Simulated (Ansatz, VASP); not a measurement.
This is a calculation of Sr for VASP 6.6.1.

INCAR

```
SYSTEM = Sr
ALGO = Fast ; EDIFF = 1E-6
ENCUT = 520 ; ISIF = 2
ISMEAR = -1 ; LASPH = .True.
LCHARG = .False. ; LREAL = .False.
LWAVE = .False. ; NBANDS = 11
NELM = 100 ; PREC = Accurate
SIGMA = 0.02
```

The input KPOINTS:

```
k-points
0
Gamma
  8 8 8
  0 0 0
```

POSCAR

```
Sr
1.0
    0.0000000000      3.0823855122      3.0823855122
    3.0823855122      0.0000000000      3.0823855122
    3.0823855122      3.0823855122      0.0000000000
Sr
1
Direct
    0.0000000000      0.0000000000      0.0000000000
```

Potentials or basis: VASP PAW LDA potentials, release 64 (Sr_sv).

Run with:

```console
$ cat potpaw_LDA.64/Sr_sv/POTCAR > POTCAR
$ mpirun -np 1 vasp_std > vasp.out
```

Problem. Translate it to Ansatz 0.2.0. Potentials there: all-electron LAPW, scalar-relativistic.

Solution. As run (the cutoff follows the program's own potentials):

Contents of input.yaml:

```yaml
crystal:
  lattice:
    - [0.0, 3.0823855122, 3.0823855122]
    - [3.0823855122, 0.0, 3.0823855122]
    - [3.0823855122, 3.0823855122, 0.0]
  atoms:
    - { symbol: Sr, position: [0.0, 0.0, 0.0] }
kpoints:
  mp_grid: { grid: [8, 8, 8] }
scf:
  occupations: { method: fermi_dirac, width: 0.02 }
hamiltonian:
  xc: lda
  pseudopotentials: { kind: all_electron, lapw: { basis_error: 0.001 } }
output:
  forces: true
  stress: true
  eigenvalues: true
```

Potentials or basis: all-electron LAPW, scalar-relativistic.

Command:

```console
$ ansatz run input.yaml --threads 1 --pin off --max-ram 3072MiB --backend cpu --events-out ev --progress --plain --runs-dir out
```

Both were run:

|  | VASP | Ansatz | Ansatz less VASP |
| --- | --- | --- | --- |
| gap on the k mesh at the Fermi level (eV) | none | none | - |
| pressure (GPa) | -1.9 | -1.9 | +0.01 |

LDA's correlation is that of Perdew and Zunger in VASP and of Perdew and Wang (1992) in Ansatz. A gap of «none» marks a metal or a gap that the smearing closes. Ansatz ran all-electron here, and VASP with PAW potentials.
